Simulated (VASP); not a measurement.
# Al32H (a cell with a defect) in VASP: single point with PBE

Aim: the single point of Al32H (a cell with a defect) with PBE.

Everything below comes from runs of VASP 6.6.1. Logs are shortened: lines on timing, memory, paths and dates and some standing lists are left out, and cuts for length are marked.

### 1 The cell of the first run

The cell holds a defect, 33 atoms: a = 8.100 Å, b = 8.100 Å, c = 8.100 Å, α = 90.00°, β = 90.00°, γ = 90.00°.

### 2 Single point, PBE

The input, INCAR:

```
SYSTEM = Al32H
PREC     = Accurate       ! precision mode
ENCUT    = 520            ! plane-wave cutoff, eV
EDIFF    = 1E-6           ! SCF threshold, eV
ISMEAR   = -1             ! smearing method
SIGMA    = 0.05           ! smearing width, eV
LREAL    = Auto         
LASPH    = .TRUE.         ! aspherical terms in the spheres
NELM     = 80             ! most SCF steps
ALGO     = Normal         ! electronic algorithm
ISIF     = 2              ! what is computed and relaxed
LWAVE    = .FALSE.        ! write WAVECAR
LCHARG   = .TRUE.         ! write CHGCAR
GGA      = PE             ! functional
LELF     = .TRUE.         ! ELF
LVHAR    = .TRUE.       
NBANDS   = 70             ! bands
```

The input, KPOINTS:

```
Automatic mesh
0
G
  2 2 2
  0 0 0
```

The input, POSCAR:

```
Al32H
1.0
    8.0997000000      0.0000000000      0.0000000000
    0.0000000000      8.0997000000      0.0000000000
    0.0000000000      0.0000000000      8.0997000000
Al H
32 1
Direct
    0.4999926954      0.0000062267     -0.0003891642
    0.7509143480      0.2508784957     -0.0009140867
    0.7503891691      0.0000059592      0.2500074053
    0.0000743331      0.0000862115     -0.0008056177
    0.2491154418      0.2508867713     -0.0008804982
    0.4999003469      0.4999356286     -0.0008026524
    0.7508613154      0.7491415384     -0.0008616343
    0.2496869036     -0.0000136230      0.2499841584
    0.5000141611      0.2503216979      0.2499856860
    0.7507978025      0.4999357830      0.2501033643
    0.5000159446     -0.0000138803      0.5003110362
    0.7508791564      0.2508856860      0.5008828412
    0.7508014523      0.0000868421      0.7499236055
    0.0000324672      0.4999718829      0.0046863148
    0.2491193767      0.7490841421     -0.0009152250
    0.0000614768      0.2504846588      0.2501517794
    0.2495392620      0.4999475616      0.2501549891
    0.4999945727      0.7496122974      0.2500058120
    0.0000603119      0.0001309614      0.5004601716
    0.2491963565      0.2508029992      0.5008035266
    0.4998487258      0.4999477310      0.5004564077
    0.7509155771      0.7490840391      0.5008806747
    0.2495346696      0.0001304161      0.7499376214
    0.4998524721      0.2504854916      0.7499366226
    0.7453295366      0.4999718814      0.7499664445
    0.0000732553      0.7492237377      0.2501070313
    0.0000369334      0.4999679187      0.4961848559
    0.2491223247      0.7491290925      0.5008770549
    0.0000364171      0.2461375952      0.7499624199
    0.2538228513      0.4999679986      0.7499619750
    0.4998960507      0.7492230556      0.7499245270
    0.0000325562      0.7545955089      0.7499663639
   -0.0058943638      0.5051029930      0.7560569893
```

Potentials or basis: VASP PAW PBE potentials, release 64 (Al, H).

Run with:

```sh
> cat potpaw_PBE.64/Al/POTCAR potpaw_PBE.64/H/POTCAR > POTCAR
> mpirun -np 1 vasp_std > vasp.out
```

OUTCAR:

```text
SYSTEM = Al32H
   PREC = Accurate
   ENCUT = 520
   EDIFF = 1E-6
   ISMEAR = -1
   LREAL = Auto
   LASPH = .TRUE.
   NELM = 80
   ISIF = 2
   GGA = PE

 ion  position               nearest neighbor table
   1  0.500  0.000  1.000-  23 2.86  24 2.86  31 2.87  13 2.87   8 2.87   9 2.87  18 2.87   3 2.87
                             7 2.87   5 2.87   2 2.87  15 2.87
   2  0.751  0.251  0.999-  14 2.85  25 2.85  29 2.85   4 2.86  13 2.86   6 2.86  10 2.86  24 2.86
                            16 2.86   1 2.87   3 2.87   9 2.87
   3  0.750  0.000  0.250-  19 2.86  16 2.86  26 2.87   4 2.87  11 2.87   9 2.87  18 2.87   1 2.87
                             7 2.87  12 2.87   2 2.87  22 2.87
   4  0.000  0.000  0.999-  32 2.83  29 2.84  13 2.86  23 2.86   5 2.86   2 2.86  15 2.86   7 2.86
                             8 2.87   3 2.87  16 2.87  26 2.87
   5  0.249  0.251  0.999-  14 2.85  29 2.85  30 2.85   6 2.86   4 2.86  24 2.86  23 2.86  16 2.86
                            17 2.86   1 2.87   9 2.87   8 2.87
   6  0.500  0.500  0.999-  25 2.83  30 2.84  31 2.86  24 2.86   5 2.86  15 2.86   2 2.86   7 2.86
                             9 2.87  18 2.87  17 2.87  10 2.87
   7  0.751  0.749  0.999-  14 2.85  32 2.85  25 2.85   4 2.86  13 2.86   6 2.86  10 2.86  31 2.86
                            26 2.86   1 2.87   3 2.87  18 2.87
   8  0.250  1.000  0.250-  19 2.86  16 2.86  26 2.87   4 2.87  11 2.87   9 2.87   1 2.87  18 2.87
                            20 2.87  28 2.87   5 2.87  15 2.87
   9  0.500  0.250  0.250-  21 2.86  17 2.86  10 2.87   6 2.87  11 2.87   8 2.87   1 2.87   3 2.87
[... 32 lines left out ...]
                             7 2.85  27 2.91  29 2.91  32 2.92  14 2.92
  26  0.000  0.749  0.250-  14 2.83  27 2.84  10 2.86  17 2.86  28 2.86  22 2.86  15 2.86   7 2.86
                             8 2.87   3 2.87  19 2.87   4 2.87
  27  0.000  0.500  0.496-  33 2.11  10 2.84  26 2.84  16 2.84  17 2.84  22 2.85  12 2.85  28 2.85
                            20 2.85  30 2.91  29 2.91  32 2.91  25 2.91
  28  0.249  0.749  0.501-  32 2.85  30 2.85  27 2.85  26 2.86  31 2.86  17 2.86  21 2.86  23 2.86
                            19 2.86  18 2.87   8 2.87  11 2.87
  29  0.000  0.246  0.750-  33 2.10   4 2.84  13 2.84  23 2.84  19 2.84   5 2.85  12 2.85   2 2.85
                            20 2.85  27 2.91  30 2.91  25 2.91  14 2.91
  30  0.254  0.500  0.750-  33 2.10   6 2.84  31 2.84  24 2.84  21 2.84   5 2.85  15 2.85  28 2.85
                            20 2.85  27 2.91  29 2.91  32 2.91  14 2.91
  31  0.500  0.749  0.750-  25 2.83  30 2.84   6 2.86  21 2.86  28 2.86  15 2.86  22 2.86   7 2.86
                            11 2.87   1 2.87  23 2.87  13 2.87
  32  0.000  0.755  0.750-  33 2.02   4 2.83  13 2.83  23 2.84  19 2.84  28 2.85  22 2.85  15 2.85
                             7 2.85  27 2.91  30 2.91  25 2.92  14 2.92
  33  0.994  0.505  0.756-  14 2.01  25 2.02  32 2.02  29 2.10  30 2.10  27 2.11

  LATTYP: Found a simple cubic cell.
 ALAT       =     8.0997000000

  Lattice vectors:

 A1 = (   8.0997000000,   0.0000000000,   0.0000000000)
 A2 = (   0.0000000000,   8.0997000000,   0.0000000000)
 A3 = (   0.0000000000,   0.0000000000,   8.0997000000)

Analysis of symmetry for initial positions (statically):
=====================================================================
 Subroutine PRICEL returns:
 Original cell was already a primitive cell.

 Routine SETGRP: Setting up the symmetry group for a
 simple cubic supercell.

 Subroutine GETGRP returns: Found  1 space group operations
 (whereof  1 operations were pure point group operations)
 out of a pool of 48 trial point group operations.

The static configuration has the point symmetry C_1 .

Analysis of symmetry for dynamics (positions and initial velocities):
=====================================================================
 Subroutine PRICEL returns:
 Original cell was already a primitive cell.

 Routine SETGRP: Setting up the symmetry group for a
 simple cubic supercell.

 Subroutine GETGRP returns: Found  1 space group operations
 (whereof  1 operations were pure point group operations)
 out of a pool of 48 trial point group operations.

The dynamic configuration has the point symmetry C_1 .

 Subroutine INISYM returns: Found  1 space group operations
 (whereof  1 operations are pure point group operations),
 and found     1 'primitive' translations

----------------------------------------------------------------------------------------

                                     Primitive cell

  volume of cell :     531.3820

  direct lattice vectors                    reciprocal lattice vectors
     8.099700000  0.000000000  0.000000000     0.123461363  0.000000000  0.000000000
[... 88 lines left out ...]
     0.061730681  0.000000000  0.000000000     0.500000000  0.000000000  0.000000000
     0.000000000  0.061730681  0.000000000     0.000000000  0.500000000  0.000000000
     0.000000000  0.000000000  0.061730681     0.000000000  0.000000000  0.500000000

  Length of vectors
     0.061730681  0.061730681  0.061730681

  Shift w.r.t. Gamma in fractional coordinates (k-lattice)
     0.000000000  0.000000000  0.000000000

 Subroutine IBZKPT returns following result:
 ===========================================

 Found      8 irreducible k-points:

 Following reciprocal coordinates:
            Coordinates               Weight
  0.000000  0.000000  0.000000      1.000000
  0.500000  0.000000  0.000000      1.000000
  0.000000  0.500000  0.000000      1.000000
  0.000000  0.000000  0.500000      1.000000
  0.500000  0.500000  0.000000      1.000000
  0.000000  0.500000  0.500000      1.000000
  0.500000  0.000000  0.500000      1.000000
  0.500000  0.500000  0.500000      1.000000
   k-points           NKPTS =      8   k-points in BZ     NKDIM =      8   number of bands    NBANDS=     70
   number of dos      NEDOS =    301   number of ions     NIONS =     33
   total plane-waves  NPLWV = 216000
   dimension x,y,z NGX =    60 NGY =   60 NGZ =   60
   dimension x,y,z NGXF=   120 NGYF=  120 NGZF=  120
   ions per type =              32   1
   NGX,Y,Z   is equivalent  to a cutoff of  12.31, 12.31, 12.31 a.u.
   NGXF,Y,Z  is equivalent  to a cutoff of  24.63, 24.63, 24.63 a.u.
 SYSTEM =  Al32H
   PREC   = accura    normal or accurate (medium, high low for compatibility)
   ISTART =      0    job   : 0-new  1-cont  2-samecut
   ICHARG =      2    charge: 1-file 2-atom 10-const
   ISPIN  =      1    spin polarized calculation?
   LNONCOLLINEAR =      F non collinear calculations
   LSORBIT =      F    spin-orbit coupling
   LASPH  =      T    aspherical Exc in radial PAW
   ENCUT  =  520.0 eV  38.22 Ry    6.18 a.u.  15.06 15.06 15.06*2*pi/ulx,y,z
   NELM   =     80;   NELMIN=  2; NELMDL= -5     # of ELM steps
   EDIFF  = 0.1E-05   stopping-criterion for ELM
   LREAL  =      T    real-space projection
   EDIFFG = 0.1E-04   stopping-criterion for IOM
   NSW    =      0    number of steps for IOM
   IBRION =     -1    ionic relax: 0-MD 1-quasi-New 2-CG
   NFREE  =      0    steps in history (QN), initial steepest desc. (CG)
   ISIF   =      2    stress and relaxation
   ISYM   =      2    0-nonsym 1-usesym 2-fastsym
   POTIM  = 0.5000    time-step for ionic-motion
   TEBEG  =    0.0;   TEEND  =   0.0 temperature during run
   PSTRESS=    0.0 pullay stress
   NELECT =      97.0000    total number of electrons
   NUPDOWN=      -1.0000    fix difference up-down
   EMIN   =  10.00;   EMAX   =-10.00  energy-range for DOS
   EFERMI =   0.00;   METHOD = LEGACY
   ISMEAR =    -1;   SIGMA  =   0.05  broadening in eV -4-tet -1-fermi 0-gaus
   EFERMI_NEDOS =   21; number of points for ismear=-14 and -15
   IALGO  =     38    algorithm
   IMIX   =      4    mixing-type and parameters
     AMIX     =   0.40;   BMIX     =  1.00
     AMIX_MAG =   1.60;   BMIX_MAG =  1.00
  volume/ion in A,a.u.               =      16.10       108.66
  Fermi-wavevector in a.u.,A,eV,Ry     =   0.928674  1.754939 11.734138  0.862435
  Thomas-Fermi vector in A             =   2.054875
   LORBIT       =      0    0 simple, 1 ext, 2 COOP (PROOUT), +10 PAW based schemes
   GGA     = PE    functional components
   LHFCALC =     F    Hartree Fock is set to
   AEXX    =    0.0000 exact exchange contribution
   IVDW    =     0    specifies the selected vdW correction
   LEPSILON=     F    determine dielectric tensor
   LRPA    =     F    only Hartree local field effects (RPA)
 non-spin polarized calculation
  energy-cutoff  :      520.00
  volume of cell :      531.38
 maximum number of plane-waves:     14400
   NGX = 31   NGY = 31   NGZ = 31

 number of electron      97.0000000 magnetization

 Free energy of the ion-electron system (eV)
  ---------------------------------------------------
  ext. energy  EPLUGINS =         0.00000000
  ---------------------------------------------------
  free energy    TOTEN  =      -122.44852526 eV

  energy without entropy =     -122.21022669  energy(sigma->0) =     -122.32937597

 E-fermi :   7.6143     XC(G=0): -10.1963

 val. band max:        7.5874432356   @ k =   0.0000   0.0000   0.5000
 cond. band min:       7.6377834401   @ k =   0.0000   0.0000   0.5000
 fundamental gap:      0.0503402045
 Fermi energy:         7.6143324697

 k-point     1 :       0.0000    0.0000    0.0000
  band No.  band energies     occupation
      1      -3.2956      2.00000
      2      -1.6774      2.00000
      3      -0.9128      2.00000
      4      -0.9128      2.00000
      5      -0.9005      2.00000
      6      -0.9004      2.00000
[... 493 lines left out ...]
     59      11.3111      0.00000
     60      11.3118      0.00000
 [bands above 60 left out]

------------------------ aborting loop because EDIFF is reached ----------------------------------------

  FORCE on cell =-STRESS in cart. coord.  units (eV):
  Direction    XX          YY          ZZ          XY          YZ          ZX
  --------------------------------------------------------------------------------------
  -------------------------------------------------------------------------------------
  Total        0.7399418      0.7284255      0.7428002      0.0016259     -0.0017711      0.0036251
  in kB        2.2310092      2.1962863      2.2396275      0.0049021     -0.0053400      0.0109301
  external PRESSURE =       2.2223077 kB  Pullay stress =       0.0000000 kB

 VOLUME and BASIS-vectors are now :
 -----------------------------------------------------------------------------
  energy-cutoff  :      520.00
  volume of cell :      531.38
      direct lattice vectors                 reciprocal lattice vectors
     8.099700000  0.000000000  0.000000000     0.123461363  0.000000000  0.000000000
     0.000000000  8.099700000  0.000000000     0.000000000  0.123461363  0.000000000
     0.000000000  0.000000000  8.099700000     0.000000000  0.000000000  0.123461363

 POSITION                                       TOTAL-FORCE (eV/Angst)
 -----------------------------------------------------------------------------------
      4.04979      0.00005      8.09655        -0.000982      0.000930      0.011230
      6.08218      2.03204      8.09230         0.012743      0.013700     -0.012720
      6.07793      0.00005      2.02498        -0.011232      0.000932      0.001016
      0.00060      0.00070      8.09317         0.002254      0.002481     -0.011954
      2.01776      2.03211      8.09257        -0.014401      0.014429     -0.013494
      4.04904      4.04933      8.09320        -0.002362     -0.002166     -0.011933
[... 25 lines left out ...]
      0.00026      6.11200      6.07450         0.001358      0.037764     -0.001373
      8.05196      4.09118      6.12383         0.022784     -0.019365     -0.023490
 -----------------------------------------------------------------------------------
    total drift:                                0.009945     -0.011141     -0.010404

  FREE ENERGIE OF THE ION-ELECTRON SYSTEM (eV)
  ---------------------------------------------------
  free  energy   TOTEN  =      -122.4485252565 eV

  energy  without entropy=     -122.2102266926  energy(sigma->0) =     -122.32937597
```

Wall time 6.8 min (1 thread of Intel Xeon 6975P-C, shared host); peak memory 0.56 GiB.

What came out:

* Free energy: -122.4485 eV
* Pressure: 0.2 GPa
* Largest force: 0.041 eV/Å

Forces in eV/Å, atoms in the order of the input:
```
Al  -0.001  0.001  0.011
Al   0.013  0.014 -0.013
Al  -0.011  0.001  0.001
Al   0.002  0.002 -0.012
Al  -0.014  0.014 -0.013
Al  -0.002 -0.002 -0.012
Al   0.012 -0.012 -0.012
Al   0.021  0.001  0.001
Al  -0.001 -0.020  0.001
Al   0.012 -0.002  0.002
Al  -0.001  0.001 -0.021
Al   0.014  0.014  0.014
Al   0.012  0.002 -0.002
Al   0.001 -0.001  0.041
Al  -0.014 -0.013 -0.013
Al   0.001  0.013  0.002
Al  -0.013 -0.001  0.003
Al  -0.001  0.011  0.001
Al   0.001  0.001  0.012
Al  -0.015  0.015  0.015
Al  -0.002  0.000  0.012
Al   0.013 -0.013  0.014
Al  -0.012  0.002 -0.001
Al  -0.002  0.013 -0.001
Al  -0.040 -0.001 -0.001
Al   0.002 -0.012  0.003
Al   0.001 -0.001 -0.019
Al  -0.015 -0.014  0.015
Al   0.001 -0.020 -0.001
Al   0.019 -0.001 -0.001
Al  -0.003 -0.012 -0.002
Al   0.001  0.038 -0.001
H    0.023 -0.019 -0.023
```

Levels at points of the mesh, in eV from the Fermi level:
| k point | band 44 | band 45 | band 46 | band 47 | band 48 | band 49 | band 50 | band 51 |
| --- | --- | --- | --- | --- | --- | --- | --- | --- |
| (0.00, 0.00, 0.00) | -0.48 | -0.48 | -0.41 | 0.49 | 0.49 | 0.53 | 0.53 | 0.53 |
| (0.50, 0.00, 0.00) | -0.71 | -0.06 | -0.06 | -0.03 | 0.02 | 0.02 | 0.03 | 0.04 |
| (0.00, 0.50, 0.00) | -0.71 | -0.06 | -0.06 | -0.03 | 0.02 | 0.02 | 0.03 | 0.04 |
| (0.00, 0.00, 0.50) | -0.71 | -0.06 | -0.06 | -0.03 | 0.02 | 0.02 | 0.03 | 0.04 |
| (0.50, 0.50, 0.00) | -0.99 | -0.34 | -0.09 | -0.09 | -0.05 | 0.90 | 1.10 | 1.10 |
| (0.00, 0.50, 0.50) | -0.99 | -0.34 | -0.09 | -0.09 | -0.05 | 0.90 | 1.10 | 1.10 |
| (0.50, 0.00, 0.50) | -0.99 | -0.34 | -0.09 | -0.09 | -0.05 | 0.90 | 1.10 | 1.10 |
| (0.50, 0.50, 0.50) | -0.42 | -0.41 | -0.41 | -0.41 | -0.41 | -0.41 | -0.40 | -0.40 |

Caveat: the k points lie up to 0.39 Å⁻¹ apart.
